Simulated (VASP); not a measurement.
# TePb (I4/mmm) in VASP: further runs

TePb is run at these levels: r2SCAN; tasks: single point.

All numbers are computed with VASP 6.6.1; they aren't measurements. Logs are shortened: lines on timing, memory, paths and dates and some standing lists are left out, and cuts for length are marked.

### Step 1. The cell of the first run

It takes space group I4/mmm (No. 139, tetragonal). Conventional cell: a = 4.621 Å, b = 4.621 Å, c = 6.274 Å, α = 90.00°, β = 90.00°, γ = 90.00°. Pb (site symmetry 4/mmm) has 6 Te at 3.14 to 3.27 Å within 4.1 Å. Within 4.1 Å of Te (site symmetry 4/mmm) lie 6 Pb at 3.14 to 3.27 Å.

### Step 2. Single point, r2SCAN (uniaxial z strain -4.0%)

Contents of POSCAR:

```
TePb
1.0
    0.0000000000      3.2678368488      3.1371233749
    3.2678368488      0.0000000000      3.1371233749
    3.2678368488      3.2678368488      0.0000000000
Pb Te
1 1
Direct
    0.0000000000      0.0000000000      0.0000000000
    0.5000000000      0.5000000000      0.5000000000
```

Contents of INCAR.step1:

```
SYSTEM = TePb
PREC = Accurate
ENCUT = 520
ISMEAR = 0
SIGMA = 0.01
LREAL = .False.
LASPH = .True.
NELM = 80
NBANDS = 17
GGA = PE
ALGO = Normal
EDIFF = 1E-4
LWAVE = .True.
LCHARG = .False.
```

Contents of INCAR.step2:

```
SYSTEM = TePb
PREC = Accurate
ENCUT = 520
EDIFF = 1E-6
ISMEAR = 0
SIGMA = 0.01
LREAL = .False.
LASPH = .True.
NELM = 80
ALGO = Normal
ISIF = 2
LWAVE = .False.
LCHARG = .True.
METAGGA = R2SCAN
LMIXTAU = .True.
LELF = .True.
LVHAR = .True.
NBANDS = 17
ISTART = 1
```

Contents of KPOINTS:

```
regular mesh
0
Gamma
  8 8 8
  0 0 0
```

Potentials or basis: VASP PAW PBE potentials, release 64 (Pb_d, Te).

Started as:

```bash
$ cat potpaw_PBE.64/Pb_d/POTCAR potpaw_PBE.64/Te/POTCAR > POTCAR
$ cp INCAR.step1 INCAR
$ mpirun -np 1 vasp_std > vasp.out
$ cp INCAR.step2 INCAR
$ mpirun -np 1 vasp_std > vasp.out
```

OUTCAR:

```text
SYSTEM = TePb
   PREC = Accurate
   ENCUT = 520
   EDIFF = 1E-6
   ISMEAR = 0
   LREAL = .False.
   LASPH = .True.
   NELM = 80
   ISIF = 2
   METAGGA = R2SCAN
   ISTART = 1

 ion  position               nearest neighbor table
   1  0.000  0.000  0.000-   2 3.14   2 3.14   2 3.27   2 3.27   2 3.27   2 3.27
   2  0.500  0.500  0.500-   1 3.14   1 3.14   1 3.27   1 3.27   1 3.27   1 3.27

  LATTYP: Found a body centered tetragonal cell.
 ALAT       =     4.6214191912
 C/A-ratio  =     1.3576450199

  Lattice vectors:

 A1 = (   0.0000000000,  -3.2678368488,  -3.1371233749)
 A2 = (   0.0000000000,   3.2678368488,  -3.1371233749)
 A3 = (   3.2678368488,   0.0000000000,   3.1371233749)

Analysis of symmetry for initial positions (statically):
=====================================================================
 Subroutine PRICEL returns:
 Original cell was already a primitive cell.

 Routine SETGRP: Setting up the symmetry group for a
 body centered tetragonal supercell.

 Subroutine GETGRP returns: Found 16 space group operations
 (whereof 16 operations were pure point group operations)
 out of a pool of 16 trial point group operations.

The static configuration has the point symmetry D_4h.

Analysis of symmetry for dynamics (positions and initial velocities):
=====================================================================
 Subroutine PRICEL returns:
 Original cell was already a primitive cell.

 Routine SETGRP: Setting up the symmetry group for a
 body centered tetragonal supercell.

 Subroutine GETGRP returns: Found 16 space group operations
 (whereof 16 operations were pure point group operations)
 out of a pool of 16 trial point group operations.

The dynamic configuration has the point symmetry D_4h.

 Subroutine INISYM returns: Found 16 space group operations
 (whereof 16 operations are pure point group operations),
 and found     1 'primitive' translations

----------------------------------------------------------------------------------------

                                     Primitive cell

  volume of cell :      67.0012

  direct lattice vectors                    reciprocal lattice vectors
     0.000000000  3.267836849  3.137123375    -0.153006415  0.153006415  0.159381682
     3.267836849  0.000000000  3.137123375     0.153006415 -0.153006415  0.159381682
     3.267836849  3.267836849  0.000000000     0.153006415  0.153006415 -0.159381682

  length of vectors
     4.529933856  4.529933856  4.621419191     0.268746063  0.268746063  0.268746063

  position of ions in fractional coordinates (direct lattice)
     0.000000000  0.000000000  0.000000000
     0.500000000  0.500000000  0.500000000

  ion indices of the primitive-cell ions
   primitive index   ion index
                 1           1
                 2           2

----------------------------------------------------------------------------------------

 KPOINTS: regular mesh

Automatic generation of k-mesh.
 Grid dimensions read from file:
 generate k-points for:    8    8    8

 Generating k-lattice:

  Cartesian coordinates                     Fractional coordinates (reciprocal lattice)
    -0.019125802  0.019125802  0.019922710     0.125000000  0.000000000  0.000000000
     0.019125802 -0.019125802  0.019922710     0.000000000  0.125000000  0.000000000
     0.019125802  0.019125802 -0.019922710    -0.000000000 -0.000000000  0.125000000

  Length of vectors
     0.033593258  0.033593258  0.033593258

  Shift w.r.t. Gamma in fractional coordinates (k-lattice)
     0.000000000  0.000000000  0.000000000

 Subroutine IBZKPT returns following result:
 ===========================================

 Found     59 irreducible k-points:

 Following reciprocal coordinates:
            Coordinates               Weight
  0.000000  0.000000  0.000000      1.000000
  0.125000  0.000000  0.000000      8.000000
  0.250000  0.000000  0.000000      8.000000
  0.375000  0.000000  0.000000      8.000000
  0.500000  0.000000  0.000000      4.000000
  0.125000  0.125000  0.000000      2.000000
[... 16 lines left out ...]
  0.250000  0.000000  0.125000     16.000000
  0.375000  0.000000  0.125000     16.000000
 [... further k-points ...]
   k-points           NKPTS =     59   k-points in BZ     NKDIM =     59   number of bands    NBANDS=     17
   number of dos      NEDOS =    301   number of ions     NIONS =      2
   total plane-waves  NPLWV =  46656
   dimension x,y,z NGX =    36 NGY =   36 NGZ =   36
   dimension x,y,z NGXF=    72 NGYF=   72 NGZF=   72
   ions per type =               1   1
   NGX,Y,Z   is equivalent  to a cutoff of  13.21, 13.21, 12.95 a.u.
   NGXF,Y,Z  is equivalent  to a cutoff of  26.42, 26.42, 25.90 a.u.
 SYSTEM =  TePb
   PREC   = accura    normal or accurate (medium, high low for compatibility)
   ISTART =      1    job   : 0-new  1-cont  2-samecut
   ICHARG =      0    charge: 1-file 2-atom 10-const
   ISPIN  =      1    spin polarized calculation?
   LNONCOLLINEAR =      F non collinear calculations
   LSORBIT =      F    spin-orbit coupling
   LASPH  =      T    aspherical Exc in radial PAW
   ENCUT  =  520.0 eV  38.22 Ry    6.18 a.u.   8.42  8.42  8.59*2*pi/ulx,y,z
   NELM   =     80;   NELMIN=  2; NELMDL=  0     # of ELM steps
   EDIFF  = 0.1E-05   stopping-criterion for ELM
   LREAL  =      F    real-space projection
   EDIFFG = 0.1E-04   stopping-criterion for IOM
   NSW    =      0    number of steps for IOM
   IBRION =     -1    ionic relax: 0-MD 1-quasi-New 2-CG
   NFREE  =      0    steps in history (QN), initial steepest desc. (CG)
   ISIF   =      2    stress and relaxation
   ISYM   =      2    0-nonsym 1-usesym 2-fastsym
   POTIM  = 0.5000    time-step for ionic-motion
   TEBEG  =    0.0;   TEEND  =   0.0 temperature during run
   PSTRESS=    0.0 pullay stress
   NELECT =      20.0000    total number of electrons
   NUPDOWN=      -1.0000    fix difference up-down
   EMIN   =  10.00;   EMAX   =-10.00  energy-range for DOS
   EFERMI =   0.00;   METHOD = LEGACY
   ISMEAR =     0;   SIGMA  =   0.01  broadening in eV -4-tet -1-fermi 0-gaus
   EFERMI_NEDOS =   21; number of points for ismear=-14 and -15
   IALGO  =     38    algorithm
   IMIX   =      4    mixing-type and parameters
     AMIX     =   0.40;   BMIX     =  1.00
     AMIX_MAG =   1.60;   BMIX_MAG =  1.00
  volume/ion in A,a.u.               =      33.50       226.07
  Fermi-wavevector in a.u.,A,eV,Ry     =   1.094101  2.067551 16.286947  1.197057
  Thomas-Fermi vector in A             =   2.230399
   LORBIT       =      0    0 simple, 1 ext, 2 COOP (PROOUT), +10 PAW based schemes
   METAGGA = R2SCAN    functional components
   LHFCALC =     F    Hartree Fock is set to
   AEXX    =    0.0000 exact exchange contribution
   IVDW    =     0    specifies the selected vdW correction
   LEPSILON=     F    determine dielectric tensor
   LRPA    =     F    only Hartree local field effects (RPA)
 non-spin polarized calculation
 Gauss-broadening in eV      SIGMA  =   0.01
  energy-cutoff  :      520.00
  volume of cell :       67.00
 maximum number of plane-waves:      1827
 NGX is ok and might be reduce to    36
   NGX = 17   NGY = 17   NGZ = 17

 number of electron      20.0000003 magnetization

 Free energy of the ion-electron system (eV)
  ---------------------------------------------------
  ext. energy  EPLUGINS =         0.00000000
  ---------------------------------------------------
  free energy    TOTEN  =       -82.65832828 eV

  energy without entropy =      -82.65832828  energy(sigma->0) =      -82.65832828

 E-fermi :   5.7711     XC(G=0):  -9.8463

 val. band max:        5.6678213827   @ k =   0.5000   0.0000   0.0000
 cond. band min:       6.5668310879   @ k =   0.5000   0.0000   0.0000
 fundamental gap:      0.8990097052
 Fermi energy:         5.7710721877

 k-point     1 :       0.0000    0.0000    0.0000
  band No.  band energies     occupation
      1     -11.7917      2.00000
      2     -11.7788      2.00000
      3     -11.7785      2.00000
      4     -11.7667      2.00000
      5     -11.7667      2.00000
      6      -6.9835      2.00000
[... 9 lines left out ...]
     16      11.9338      0.00000
     17      13.4203      0.00000

 k-point     2 :       0.1250    0.0000    0.0000
  band No.  band energies     occupation
      1     -11.7932      2.00000
      2     -11.7815      2.00000
      3     -11.7774      2.00000
      4     -11.7654      2.00000
      5     -11.7645      2.00000
      6      -6.8414      2.00000
[... 9 lines left out ...]
     16      12.1401      0.00000
     17      14.3521      0.00000

 k-point     3 :       0.2500    0.0000    0.0000
  band No.  band energies     occupation
      1     -11.7976      2.00000
      2     -11.7887      2.00000
      3     -11.7748      2.00000
      4     -11.7612      2.00000
      5     -11.7580      2.00000
      6      -6.4317      2.00000
[... 9 lines left out ...]
     16      12.9163      0.00000
     17      16.2038      0.00000

 k-point     4 :       0.3750    0.0000    0.0000
  band No.  band energies     occupation
      1     -11.8027      2.00000
      2     -11.7960      2.00000
      3     -11.7732      2.00000
      4     -11.7563      2.00000
      5     -11.7509      2.00000
      6      -5.8397      2.00000
[... 9 lines left out ...]
     16      14.2357      0.00000
     17      16.8406      0.00000

 k-point     5 :       0.5000    0.0000    0.0000
  band No.  band energies     occupation
      1     -11.8049      2.00000
      2     -11.7990      2.00000
      3     -11.7727      2.00000
      4     -11.7541      2.00000
      5     -11.7478      2.00000
      6      -5.4514      2.00000
[... 9 lines left out ...]
     16      15.4367      0.00000
     17      15.4447      0.00000

 k-point     6 :       0.1250    0.1250    0.0000
  band No.  band energies     occupation
      1     -11.7897      2.00000
      2     -11.7853      2.00000
      3     -11.7804      2.00000
      4     -11.7629      2.00000
      5     -11.7629      2.00000
      6      -6.7774      2.00000
[... 9 lines left out ...]
     16      12.6177      0.00000
     17      13.6389      0.00000

 k-point     7 :       0.2500    0.1250    0.0000
  band No.  band energies     occupation
      1     -11.7943      2.00000
      2     -11.7905      2.00000
      3     -11.7807      2.00000
      4     -11.7585      2.00000
      5     -11.7570      2.00000
      6      -6.4397      2.00000
[... 9 lines left out ...]
     16      13.5624      0.00000
     17      14.7705      0.00000

 k-point     8 :       0.3750    0.1250    0.0000
  band No.  band energies     occupation
      1     -11.8032      2.00000
      2     -11.7954      2.00000
      3     -11.7783      2.00000
      4     -11.7545      2.00000
      5     -11.7498      2.00000
      6      -5.8897      2.00000
[... 9 lines left out ...]
     16      14.8510      0.00000
     17      16.3103      0.00000
[... 203 lines left out ...]
      1     -11.8490      2.00000
      2     -11.7875      2.00000
      3     -11.7813      2.00000
      4     -11.7405      2.00000
      5     -11.7395      2.00000
      6      -5.0564      2.00000
[... 9 lines left out ...]
     16      16.2759      0.00000
     17      16.7068      0.00000

 k-point    20 :      -0.3750    0.3750    0.0000
  band No.  band energies     occupation
      1     -11.8402      2.00000
      2     -11.7877      2.00000
      3     -11.7819      2.00000
      4     -11.7446      2.00000
      5     -11.7415      2.00000
      6      -4.9745      2.00000
[... 9 lines left out ...]
     16      15.0216      0.00000
     17      17.7173      0.00000

 k-point    21 :       0.5000    0.5000    0.0000
  band No.  band energies     occupation
      1     -11.8580      2.00000
      2     -11.7902      2.00000
      3     -11.7778      2.00000
      4     -11.7375      2.00000
      5     -11.7375      2.00000
      6      -4.9688      2.00000
[... 9 lines left out ...]
     16      16.9927      0.00000
     17      17.2093      0.00000

 k-point    22 :       0.1250    0.0000    0.1250
  band No.  band energies     occupation
      1     -11.7970      2.00000
      2     -11.7792      2.00000
      3     -11.7758      2.00000
      4     -11.7681      2.00000
      5     -11.7625      2.00000
      6      -6.8022      2.00000
[... 9 lines left out ...]
     16      12.7179      0.00000
     17      13.7498      0.00000

 k-point    23 :       0.2500    0.0000    0.1250
  band No.  band energies     occupation
      1     -11.8042      2.00000
      2     -11.7823      2.00000
      3     -11.7723      2.00000
      4     -11.7670      2.00000
      5     -11.7571      2.00000
      6      -6.4910      2.00000
[... 9 lines left out ...]
     16      13.4753      0.00000
     17      14.8201      0.00000

 k-point    24 :       0.3750    0.0000    0.1250
  band No.  band energies     occupation
      1     -11.8099      2.00000
      2     -11.7893      2.00000
      3     -11.7706      2.00000
      4     -11.7615      2.00000
      5     -11.7511      2.00000
      6      -5.9626      2.00000
[... 9 lines left out ...]
     16      14.6437      0.00000
     17      16.3712      0.00000

 [... further k-points ...]

------------------------ aborting loop because EDIFF is reached ----------------------------------------

  FORCE on cell =-STRESS in cart. coord.  units (eV):
  Direction    XX          YY          ZZ          XY          YZ          ZX
  --------------------------------------------------------------------------------------
  -------------------------------------------------------------------------------------
  Total        0.0893973      0.0893973      2.4774833      0.0000000      0.0000000      0.0000000
  in kB        2.1377295      2.1377295     59.2432658      0.0000000      0.0000000      0.0000000
  external PRESSURE =      21.1729083 kB  Pullay stress =       0.0000000 kB

 VOLUME and BASIS-vectors are now :
 -----------------------------------------------------------------------------
  energy-cutoff  :      520.00
  volume of cell :       67.00
      direct lattice vectors                 reciprocal lattice vectors
     0.000000000  3.267836849  3.137123375    -0.153006415  0.153006415  0.159381682
     3.267836849  0.000000000  3.137123375     0.153006415 -0.153006415  0.159381682
     3.267836849  3.267836849  0.000000000     0.153006415  0.153006415 -0.159381682

 POSITION                                       TOTAL-FORCE (eV/Angst)
 -----------------------------------------------------------------------------------
      0.00000      0.00000      0.00000         0.000000      0.000000      0.000000
      3.26784      3.26784      3.13712         0.000000      0.000000      0.000000
 -----------------------------------------------------------------------------------
    total drift:                               -0.000000      0.000000      0.000000

  FREE ENERGIE OF THE ION-ELECTRON SYSTEM (eV)
  ---------------------------------------------------
  free  energy   TOTEN  =       -82.6583282771 eV

  energy  without entropy=      -82.6583282771  energy(sigma->0) =      -82.65832828
```

Run time: 2.3 min. Hardware: 1 thread of Intel Xeon Platinum 8488C (Sapphire Rapids), shared host; peak memory 0.26 GiB.

Results:

- Free energy: -82.6583 eV
- Pressure: 2.1 GPa
- Band gap on the k mesh: 0.90 eV

Caveat: the cell differs from its parent crystal (uniaxial z strain -4.0%); the PAW data sets were made with another functional, which shifts forces and pressure a little; spin-orbit coupling is left out, which moves the levels of the heavy elements. A k mesh can miss the band edges.

[end of part 1 of 2]
